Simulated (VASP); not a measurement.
A run of VASP 6.6.1 is set up as follows.

The input INCAR:

```
SYSTEM = YLu
PREC = Accurate
ENCUT = 600
EDIFF = 1E-7
ISMEAR = -1
SIGMA = 0.05
LREAL = .False.
LASPH = .True.
NELM = 60
ALGO = Normal
ISIF = 3
LWAVE = .False.
LCHARG = .False.
GGA = CA
IBRION = 2
NSW = 80
EDIFFG = -0.01
```

KPOINTS

```
regular mesh
0
Gamma
  5 5 5
  0 0 0
```

Contents of POSCAR:

```
YLu
1.0
    4.9950000000      0.0000000000      0.0000000000
    0.0000000000      4.9950000000      0.0000000000
    0.0000000000      0.0000000000      4.9950000000
Lu Y
2 2
Direct
    0.0000000000      0.0000000000      0.0000000000
    0.0000000000      0.5000000000      0.5000000000
    0.5000000000      0.0000000000      0.5000000000
    0.5000000000      0.5000000000      0.0000000000
```

Potentials or basis: VASP PAW PBE potentials, release 64 (Lu, Y_sv).

The run is started by

```sh
$ cat potpaw_PBE.64/Lu/POTCAR potpaw_PBE.64/Y_sv/POTCAR > POTCAR
$ mpirun -np 1 vasp_std > vasp.out
```

(1) Predict the band gap on the k mesh.

(2) Predict the relaxed cell.

## Answers

(1) zero (bands 36 and 37 overlap by 1.65 eV).

(2) a = 4.761 Å, b = 4.801 Å, c = 4.801 Å, α = 90.00°, β = 90.00°, γ = 90.00°.

Caveat: spin-orbit coupling is left out, which moves the levels of the heavy elements.
